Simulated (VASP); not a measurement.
## SrO: single point with r2SCAN

SrO:

```
Sr O
1.0
     0.00000    2.57989    2.57989
     2.57989    0.00000    2.57989
     2.57989    2.57989    0.00000
Sr O
1 1
Direct
  0.00000 0.00000 0.00000
  0.50000 0.50000 0.50000
```

* Program: VASP 6.6.1
* Task: single point
* Functional: r2SCAN
* Potentials or basis: VASP PAW PBE potentials, release 64 (Sr_sv, O)
* Cutoff: 520 eV
* k mesh: 6 × 6 × 6
* Occupations: gaussian, width 0.01 eV
* Spin: no spin polarisation

```yaml
Pressure: 0.5 GPa
Band_gap_on_the_k_mesh: 3.75 eV, indirect (least direct gap 3.84 eV)
```

Levels at points of the mesh, in eV from the valence-band top:
| k point | band 6 | band 7 | band 8 | band 9 | band 10 | band 11 |
| --- | --- | --- | --- | --- | --- | --- |
| (0.00, 0.00, 0.00) | 0.00 | 0.00 | 0.00 | 4.58 | 6.75 | 6.75 |
| (0.50, 0.00, 0.00) | -2.10 | -1.11 | -1.11 | 7.07 | 8.99 | 9.42 |
| (0.50, 0.50, 0.00) | -0.45 | -0.09 | -0.09 | 3.75 | 8.44 | 10.85 |

Run time: 25 s on 1 thread of Intel(R) Xeon(R) 6975P-C (Granite Rapids), on a shared host, peak memory 0.16 GiB.

Caveat: the PAW data sets were made with another functional, which shifts forces and pressure a little. r2SCAN opens gaps a little over a GGA but as a rule still falls short of measured ones.
